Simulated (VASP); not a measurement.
# Ga3HN3 in VASP: further runs

Ga3HN3 is run at these levels: PBE; tasks: single point.

Program: VASP 6.6.1. These are calculated values, not measurements. Logs are shortened: lines on timing, memory, paths and dates and some standing lists are left out, and cuts for length are marked.

**1. The cell of the first run**

The cell holds a slab with vacuum, 7 atoms: a = 3.217 Å, b = 3.217 Å, c = 21.220 Å, α = 90.00°, β = 90.00°, γ = 90.00°.

**2. Single point, PBE, collinear spin**

File INCAR:

```
PREC = Accurate ; ENCUT = 520
EDIFF = 1E-7 ; ISMEAR = 0
SIGMA = 0.05 ; LREAL = False
LASPH = True ; NELM = 150
ALGO = Normal ; ISIF = 2
LWAVE = False ; LCHARG = True
ISPIN = 2 ; MAGMOM = 0 0 0 0 0 0 1
LORBIT = 11 ; LDIPOL = True
IDIPOL = 3 ; DIPOL = 0.5 0.5 0.352
GGA = PE ; LELF = True
LVHAR = True ; LVACPOTAV = True
NBANDS = 40
```

File KPOINTS:

```
regular mesh
0
Gamma
  8 8 1
```

File POSCAR:

```
Ga3HN3
1.0
    3.2165072845      0.0000000000      0.0000000000
    0.0000000000      3.2165072845      0.0000000000
    0.0000000000      0.0000000000     21.2198072894
N Ga H
3 3 1
Direct
    0.0000000000      0.5000000000      0.1885031257
    0.5000000000      0.0000000000      0.2956866680
    0.0000000000      0.5000000000      0.4029970640
    0.5000000000      0.5000000000      0.2420948968
    0.0000000000      0.0000000000      0.3470972838
    0.5000000000      0.5000000000      0.4580535137
    0.6250000000      0.5000000000      0.5289628973
```

Potentials or basis: VASP PAW PBE potentials, release 64 (N, Ga_d, H).

Command:

```sh
> cat potpaw_PBE.64/N/POTCAR potpaw_PBE.64/Ga_d/POTCAR potpaw_PBE.64/H/POTCAR > POTCAR
> mpirun -np 1 vasp_std > vasp.out
```

OUTCAR:

```text
PREC = Accurate
   ENCUT = 520
   EDIFF = 1E-7
   ISMEAR = 0
   LREAL = False
   LASPH = True
   NELM = 150
   ISIF = 2
   ISPIN = 2
   LORBIT = 11
   GGA = PE

 ion  position               nearest neighbor table
   1  0.000  0.500  0.189-   4 1.97   4 1.97
   2  0.500  0.000  0.296-   5 1.94   5 1.94   4 1.97   4 1.97
   3  0.000  0.500  0.403-   6 1.99   6 1.99   5 2.00   5 2.00
   4  0.500  0.500  0.242-   1 1.97   1 1.97   2 1.97   2 1.97
   5  0.000  0.000  0.347-   2 1.94   2 1.94   3 2.00   3 2.00
   6  0.500  0.500  0.458-   7 1.56   3 1.99   3 1.99
   7  0.625  0.500  0.529-   6 1.56

  LATTYP: Found a simple tetragonal cell.
 ALAT       =     3.2165072845
 C/A-ratio  =     6.5971581633

  Lattice vectors:

 A1 = (   3.2165072845,   0.0000000000,   0.0000000000)
 A2 = (   0.0000000000,   3.2165072845,   0.0000000000)
 A3 = (   0.0000000000,   0.0000000000,  21.2198072894)

Analysis of symmetry for initial positions (statically):
=====================================================================
 Subroutine PRICEL returns:
 Original cell was already a primitive cell.

 Routine SETGRP: Setting up the symmetry group for a
 simple tetragonal supercell.

 Subroutine GETGRP returns: Found  2 space group operations
 (whereof  2 operations were pure point group operations)
 out of a pool of 16 trial point group operations.

The static configuration has the point symmetry C_1h.

Analysis of symmetry for dynamics (positions and initial velocities):
=====================================================================
 Subroutine PRICEL returns:
 Original cell was already a primitive cell.

 Routine SETGRP: Setting up the symmetry group for a
 simple tetragonal supercell.

 Subroutine GETGRP returns: Found  2 space group operations
 (whereof  2 operations were pure point group operations)
 out of a pool of 16 trial point group operations.

The dynamic configuration has the point symmetry C_1h.

Analysis of structural, dynamic, and magnetic symmetry:
=====================================================================
 Subroutine PRICEL returns:
 Original cell was already a primitive cell.

 Routine SETGRP: Setting up the symmetry group for a
 simple tetragonal supercell.

 Subroutine GETGRP returns: Found  2 space group operations
 (whereof  2 operations were pure point group operations)
 out of a pool of 16 trial point group operations.

The overall configuration has the point symmetry C_1h.

 Subroutine INISYM returns: Found  2 space group operations
 (whereof  2 operations are pure point group operations),
 and found     1 'primitive' translations

----------------------------------------------------------------------------------------

                                     Primitive cell

  volume of cell :     219.5384

  direct lattice vectors                    reciprocal lattice vectors
     3.216507285  0.000000000  0.000000000     0.310896234  0.000000000  0.000000000
     0.000000000  3.216507285  0.000000000     0.000000000  0.310896234  0.000000000
     0.000000000  0.000000000 21.219807289     0.000000000  0.000000000  0.047125781

  length of vectors
     3.216507285  3.216507285 21.219807289     0.310896234  0.310896234  0.047125781

  position of ions in fractional coordinates (direct lattice)
     0.000000000  0.500000000  0.188503126
     0.500000000  0.000000000  0.295686668
     0.000000000  0.500000000  0.402997064
     0.500000000  0.500000000  0.242094897
     0.000000000  0.000000000  0.347097284
     0.500000000  0.500000000  0.458053514
     0.625000000  0.500000000  0.528962897

  ion indices of the primitive-cell ions
   primitive index   ion index
                 1           1
                 2           2
                 3           3
                 4           4
                 5           5
                 6           6
                 7           7

----------------------------------------------------------------------------------------

 KPOINTS: regular mesh

Automatic generation of k-mesh.
 Grid dimensions read from file:
[... 51 lines left out ...]
   ions per type =               3   3   1
   NGX,Y,Z   is equivalent  to a cutoff of  12.40, 12.40, 12.54 a.u.
   NGXF,Y,Z  is equivalent  to a cutoff of  24.81, 24.81, 25.07 a.u.
 SYSTEM =  unknown system
   PREC   = accura    normal or accurate (medium, high low for compatibility)
   ISTART =      0    job   : 0-new  1-cont  2-samecut
   ICHARG =      2    charge: 1-file 2-atom 10-const
   ISPIN  =      2    spin polarized calculation?
   LNONCOLLINEAR =      F non collinear calculations
   LSORBIT =      F    spin-orbit coupling
   LASPH  =      T    aspherical Exc in radial PAW
   ENCUT  =  520.0 eV  38.22 Ry    6.18 a.u.   5.98  5.98 39.45*2*pi/ulx,y,z
   NELM   =    150;   NELMIN=  2; NELMDL= -5     # of ELM steps
   EDIFF  = 0.1E-06   stopping-criterion for ELM
   LREAL  =      F    real-space projection
   EDIFFG = 0.1E-05   stopping-criterion for IOM
   NSW    =      0    number of steps for IOM
   IBRION =     -1    ionic relax: 0-MD 1-quasi-New 2-CG
   NFREE  =      0    steps in history (QN), initial steepest desc. (CG)
   ISIF   =      2    stress and relaxation
   ISYM   =      2    0-nonsym 1-usesym 2-fastsym
   POTIM  = 0.5000    time-step for ionic-motion
   TEBEG  =    0.0;   TEEND  =   0.0 temperature during run
   PSTRESS=    0.0 pullay stress
   NELECT =      55.0000    total number of electrons
   NUPDOWN=      -1.0000    fix difference up-down
   EMIN   =  10.00;   EMAX   =-10.00  energy-range for DOS
   EFERMI =   0.00;   METHOD = LEGACY
   ISMEAR =     0;   SIGMA  =   0.05  broadening in eV -4-tet -1-fermi 0-gaus
   EFERMI_NEDOS =   21; number of points for ismear=-14 and -15
   IALGO  =     38    algorithm
   IMIX   =      4    mixing-type and parameters
     AMIX     =   0.40;   BMIX     =  1.00
     AMIX_MAG =   1.60;   BMIX_MAG =  1.00
  volume/ion in A,a.u.               =      31.36       211.65
  Fermi-wavevector in a.u.,A,eV,Ry     =   1.032030  1.950253 14.491367  1.065085
  Thomas-Fermi vector in A             =   2.166207
   LORBIT       =     11    0 simple, 1 ext, 2 COOP (PROOUT), +10 PAW based schemes
   GGA     = PE    functional components
   LHFCALC =     F    Hartree Fock is set to
   AEXX    =    0.0000 exact exchange contribution
   IVDW    =     0    specifies the selected vdW correction
   LEPSILON=     F    determine dielectric tensor
   LRPA    =     F    only Hartree local field effects (RPA)
 spin polarized calculation
 Gauss-broadening in eV      SIGMA  =   0.05
  energy-cutoff  :      520.00
  volume of cell :      219.54
 maximum number of plane-waves:      5966
   NGX = 11   NGY = 11   NGZ = 79

 dipolmoment           0.000000      0.000000      0.088487 electrons x Angstroem

 number of electron      55.0000025 magnetization       0.0422469

 number of electron      55.0000025 magnetization      -0.0846467

 dipolmoment           0.000000      0.000000     -0.234127 electrons x Angstroem

 Free energy of the ion-electron system (eV)
  ---------------------------------------------------
  ext. energy  EPLUGINS =         0.00000000
  ---------------------------------------------------
  free energy    TOTEN  =       -34.77010074 eV

  energy without entropy =      -34.76514552  energy(sigma->0) =      -34.76762313

 E-fermi :  -2.1169     XC(G=0):  -4.7536

 val. band max:       -2.1183677673   @ k =   0.3750   0.2500   0.0000
 cond. band min:      -2.1053906841   @ k =   0.2500   0.2500   0.0000
 fundamental gap:      0.0129770833
 Fermi energy:        -2.1168687527

 spin component 1

 k-point     1 :       0.0000    0.0000    0.0000
  band No.  band energies     occupation
      1     -18.8270      1.00000
      2     -18.0578      1.00000
      3     -17.4837      1.00000
      4     -17.4135      1.00000
      5     -17.3962      1.00000
      6     -17.3799      1.00000
[... 997 lines left out ...]
     38       6.7169      0.00000
     39       7.1830      0.00000

 [... further k-points ...]

 spin component 2

 k-point     1 :       0.0000    0.0000    0.0000
  band No.  band energies     occupation
      1     -18.8280      1.00000
      2     -18.0764      1.00000
      3     -17.4826      1.00000
      4     -17.4124      1.00000
      5     -17.3956      1.00000
      6     -17.3789      1.00000
[... 997 lines left out ...]
     38       6.7299      0.00000
     39       7.1995      0.00000

 [... further k-points ...]

 [bands above 39 left out]

------------------------ aborting loop because EDIFF is reached ----------------------------------------

  FORCE on cell =-STRESS in cart. coord.  units (eV):
  Direction    XX          YY          ZZ          XY          YZ          ZX
  --------------------------------------------------------------------------------------
  -------------------------------------------------------------------------------------
  Total       -1.5367867     -0.2940282     -1.8608564      0.0000000      0.0000000     -1.1471686
  in kB      -11.2153714     -2.1457993    -13.5804116      0.0000000      0.0000000     -8.3719637
  external PRESSURE =      -8.9805274 kB  Pullay stress =       0.0000000 kB

 VOLUME and BASIS-vectors are now :
 -----------------------------------------------------------------------------
  energy-cutoff  :      520.00
  volume of cell :      219.54
      direct lattice vectors                 reciprocal lattice vectors
     3.216507285  0.000000000  0.000000000     0.310896234  0.000000000  0.000000000
     0.000000000  3.216507285  0.000000000     0.000000000  0.310896234  0.000000000
     0.000000000  0.000000000 21.219807289     0.000000000  0.000000000  0.047125781

 POSITION                                       TOTAL-FORCE (eV/Angst)
 -----------------------------------------------------------------------------------
      0.00000      1.60825      4.00000         0.003337      0.000000      1.533006
      1.60825      0.00000      6.27441         0.023533      0.000000      1.050789
      0.00000      1.60825      8.55152         0.247433      0.000000      1.140879
      1.60825      1.60825      5.13721         0.006241      0.000000     -2.387385
      0.00000      0.00000      7.36534         0.056637      0.000000     -0.401654
      1.60825      1.60825      9.71981         0.058741      0.000000     -0.939288
      2.01032      1.60825     11.22449        -0.395922      0.000000      0.003652
 -----------------------------------------------------------------------------------
    total drift:                                0.000030     -0.000000      0.000629

  FREE ENERGIE OF THE ION-ELECTRON SYSTEM (eV)
  ---------------------------------------------------
  free  energy   TOTEN  =       -34.7701007391 eV

  energy  without entropy=      -34.7651455237  energy(sigma->0) =      -34.76762313

 vacuum level on the upper side and lower side of the slab         2.044         6.139

 total charge

# of ion       s       p       d       tot
------------------------------------------
    1        1.315   2.149   0.000   3.464
    2        1.240   2.483   0.000   3.723
    3        1.240   2.442   0.000   3.682
    4        0.796   0.866  10.145  11.806
    5        0.796   0.847  10.159  11.802
    6        0.864   0.807  10.037  11.708
    7        0.518   0.011   0.000   0.528
--------------------------------------------------
tot          6.769   9.605  30.340  46.714

 magnetization (x)

# of ion       s       p       d       tot
------------------------------------------
    1       -0.005  -0.045   0.000  -0.050
    2       -0.000  -0.019   0.000  -0.019
    3        0.001   0.001   0.000   0.001
    4       -0.002  -0.003  -0.007  -0.012
    5        0.000  -0.000  -0.000   0.000
    6        0.001   0.002   0.000   0.003
    7        0.000   0.000   0.000   0.000
--------------------------------------------------
tot         -0.005  -0.065  -0.007  -0.076
```

Run time: 11 min. Hardware: 1 thread of Intel Xeon Platinum 8488C (Sapphire Rapids), shared host; peak memory 0.56 GiB.

Results:

```
Free energy                                           : -34.7701 eV
Largest force                                         : 2.387 eV/Å
Net moment                                            : -0.08 μB per cell
Site moments                                          : N -0.05, -0.02, +0.00; Ga -0.01, +0.00 (each value once); H +0.00 μB
Valence electrons inside the program's atomic spheres : N 3.46, 3.72, 3.68; Ga 11.81, 11.80, 11.71; H 0.53
```

Forces in eV/Å, atoms in the order of the input:
```
N    0.003  0.000  1.533
N    0.024  0.000  1.051
N    0.247  0.000  1.141
Ga   0.006  0.000 -2.387
Ga   0.057  0.000 -0.402
Ga   0.059  0.000 -0.939
H   -0.396  0.000  0.004
```

**3. Single point, PBE, collinear spin**

File INCAR:

```
SYSTEM = Ga3HN3
PREC = Accurate ; ENCUT = 520
EDIFF = 1E-6 ; ISMEAR = 0
SIGMA = 0.05 ; LREAL = .FALSE.
LASPH = .TRUE. ; NELM = 200
ALGO = Normal ; ISIF = 2
LWAVE = .FALSE. ; LCHARG = .FALSE.
ISPIN = 2 ; MAGMOM = 0 0 0 0 0 0 1
LORBIT = 11 ; LDIPOL = .TRUE.
IDIPOL = 3 ; DIPOL = 0.5 0.5 0.347
GGA = PE ; NBANDS = 40
GGA_COMPAT = .FALSE. ; NELMDL = -8
```

File KPOINTS:

```
regular mesh
0
G
  8 8 1
  0 0 0
```

File POSCAR:

```
Ga3HN3
1.0
    3.2165072845      0.0000000000      0.0000000000
    0.0000000000      3.2165072845      0.0000000000
    0.0000000000      0.0000000000     21.2198073008
N Ga H
3 3 1
Direct
    0.0000000000      0.5000000000      0.1885031256
    0.5000000000      0.0000000000      0.2956866679
    0.0000000000      0.5000000000      0.4029970648
    0.5000000000      0.5000000000      0.2420948967
    0.0000000000      0.0000000000      0.3470972837
    0.5000000000      0.5000000000      0.4580535140
    0.7500000000      1.0000000000      0.4938686291
```

Potentials or basis: VASP PAW PBE potentials, release 64 (N, Ga_d, H).

Command:

```sh
> cat potpaw_PBE.64/N/POTCAR potpaw_PBE.64/Ga_d/POTCAR potpaw_PBE.64/H/POTCAR > POTCAR
> mpirun -np 1 vasp_std > vasp.out
```

Run time: 8.5 min. Hardware: 1 thread of Intel Xeon 6975P-C (Granite Rapids), shared host; peak memory 0.56 GiB.

The run converged. Its results:

| Quantity | Value |
| --- | --- |
| Free energy | -34.4584 eV |
| Largest force | 2.412 eV/Å |
| Net moment | -0.06 μB per cell |
| Site moments | N -0.08, -0.03, +0.02; Ga -0.02, +0.00, +0.04; H -0.00 μB |
| Valence electrons inside the program's atomic spheres | N 3.46, 3.72, 3.69; Ga 11.80, 11.81, 11.59; H 0.48 |

Forces in eV/Å, atoms in the order of the input:
```
N    0.010  0.000  1.602
N    0.047  0.000  0.895
N    0.417  0.000  0.368
Ga   0.008  0.000 -2.412
Ga   0.108  0.000 -0.166
Ga   0.911  0.000 -0.315
H   -1.501  0.000  0.028
```

Levels at points of the mesh, in eV from the Fermi level:
Spin up:
| k point | band 24 | band 25 | band 26 | band 27 | band 28 | band 29 | band 30 | band 31 |
| --- | --- | --- | --- | --- | --- | --- | --- | --- |
| (0.00, 0.00, 0.00) | -2.00 | -1.82 | -0.34 | -0.07 | 0.64 | 1.49 | 2.96 | 3.45 |
| (0.50, 0.00, 0.00) | -2.21 | -1.89 | -1.62 | -0.35 | 0.64 | 0.88 | 4.63 | 4.94 |
| (0.00, 0.50, 0.00) | -2.35 | -1.87 | -0.82 | -0.80 | -0.12 | 0.24 | 4.42 | 4.72 |
| (0.50, 0.50, 0.00) | -3.93 | -3.43 | -2.62 | -0.72 | -0.51 | -0.04 | 1.85 | 3.53 |
Spin down:
| k point | band 24 | band 25 | band 26 | band 27 | band 28 | band 29 | band 30 | band 31 |
| --- | --- | --- | --- | --- | --- | --- | --- | --- |
| (0.00, 0.00, 0.00) | -2.01 | -1.84 | -0.65 | -0.13 | 0.89 | 1.45 | 2.89 | 3.48 |
| (0.50, 0.00, 0.00) | -2.19 | -1.92 | -1.70 | -0.84 | 0.68 | 1.18 | 4.62 | 4.94 |
| (0.00, 0.50, 0.00) | -2.32 | -1.89 | -0.84 | -0.62 | -0.18 | -0.13 | 4.43 | 4.75 |
| (0.50, 0.50, 0.00) | -3.93 | -3.44 | -2.67 | -1.01 | -0.45 | 0.11 | 1.86 | 3.50 |
